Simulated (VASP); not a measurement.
Write the native input for VASP 6.6.1 that does the following.

- Task: single point
- Functional: PBE
- Potentials or basis: VASP PAW PBE potentials, release 64 (Ga_d, P)
- Cutoff: 520 eV
- k mesh: 8 × 8 × 8
- Occupations: fermi-dirac, width 0.02 eV
- Spin: no spin polarisation
- Dipole correction: no
- Further INCAR settings: ALGO = Normal; EDIFF = 1e-06; NBANDS = 16

The structure of GaP lies in POSCAR:

```
GaP
1.0
    0.0000000000      2.6341089668      2.7254102088
    2.6341089668      0.0000000000      2.7254102088
    2.6341089668      2.6341089668      0.0000000000
Ga P
1 1
Direct
    0.0000000000      0.0000000000      0.0000000000
    0.2500000000      0.2500000000      0.2500000000
```

This cell differs from its parent crystal: biaxial xy strain -3.4%.

One way to write it, as run:

INCAR

```
PREC     = Accurate       # precision mode
ENCUT    = 520            # plane-wave cutoff, eV
EDIFF    = 1E-6           # SCF threshold, eV
ISMEAR   = -1             # smearing method
SIGMA    = 0.02           # smearing width, eV
LREAL    = False          # projectors in reciprocal space
LASPH    = True           # aspherical terms in the spheres
NELM     = 100            # most SCF steps
ALGO     = Normal         # electronic algorithm
ISIF     = 2              # what is computed and relaxed
LWAVE    = False          # write WAVECAR
LCHARG   = False          # write CHGCAR
GGA      = PE             # functional
NBANDS   = 16             # bands
```

KPOINTS

```
Automatic mesh
0
Gamma
  8 8 8
```

Potentials or basis: VASP PAW PBE potentials, release 64 (Ga_d, P).

The run is started by

```bash
$ cat potpaw_PBE.64/Ga_d/POTCAR potpaw_PBE.64/P/POTCAR > POTCAR
$ mpirun -np 1 vasp_std > vasp.out
```

It gave:

```json
{
 "Pressure": "9.3 GPa",
 "Band gap on the k mesh": "1.35 eV, indirect (least direct gap 2.32 eV)"
}
```

Caveat: the cell differs from its parent crystal (biaxial xy strain -3.4%).

Wall time 16 s on 1 thread of Intel(R) Xeon(R) Platinum 8559C (Emerald Rapids), with other jobs on the host, peak memory 0.17 GiB.
